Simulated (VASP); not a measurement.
Input of a VASP 6.6.1 run:

Contents of INCAR:

```
SYSTEM = Si4Mo2C
PREC = Accurate ; ENCUT = 520
EDIFF = 1E-6 ; ISMEAR = 0
SIGMA = 0.1 ; LREAL = .False.
LASPH = .True. ; NELM = 80
ALGO = Normal ; ISIF = 2
LWAVE = .False. ; LCHARG = .False.
LDIPOL = .True. ; IDIPOL = 3
DIPOL = 0.5 0.5 0.356 ; GGA = PE
NBANDS = 33
```

KPOINTS

```
Automatic mesh
0
Gamma
  8 8 1
  0 0 0
```

The input POSCAR:

```
Si4Mo2C
1.0
    3.2169717285      0.0000000000      0.0000000000
    0.0000000000      3.2169717285      0.0000000000
    0.0000000000      0.0000000000     21.8787970046
Si Mo C
4 2 1
Direct
    0.0000000000      0.0000000000      0.1828254085
    0.0000000000      0.0000000000      0.3015081460
    0.5000000000      0.5000000000      0.3593659936
    0.5000000000      0.5000000000      0.4743769505
    0.5000000000      0.5000000000      0.2421667772
    0.0000000000      0.0000000000      0.4192862006
    1.0000000000      1.0000000000      0.5096529398
```

Potentials or basis: VASP PAW PBE potentials, release 64 (Si, Mo_sv, C).

Command:

```console
$ cat potpaw_PBE.64/Si/POTCAR potpaw_PBE.64/Mo_sv/POTCAR potpaw_PBE.64/C/POTCAR > POTCAR
$ mpirun -np 1 vasp_std > vasp.out
```

What does it give for the largest force?

2.943 eV/Å.

Predict the band gap on the k mesh.

zero (bands 24 and 25 overlap by 0.25 eV).

Forces on the atoms (eV/Å):
```
Si   0.000  0.000  0.642
Si   0.000  0.000 -1.415
Si   0.000  0.000 -0.977
Si   0.000  0.000  2.943
Mo   0.000  0.000 -0.379
Mo   0.000  0.000 -0.834
C    0.000  0.000  0.020
```
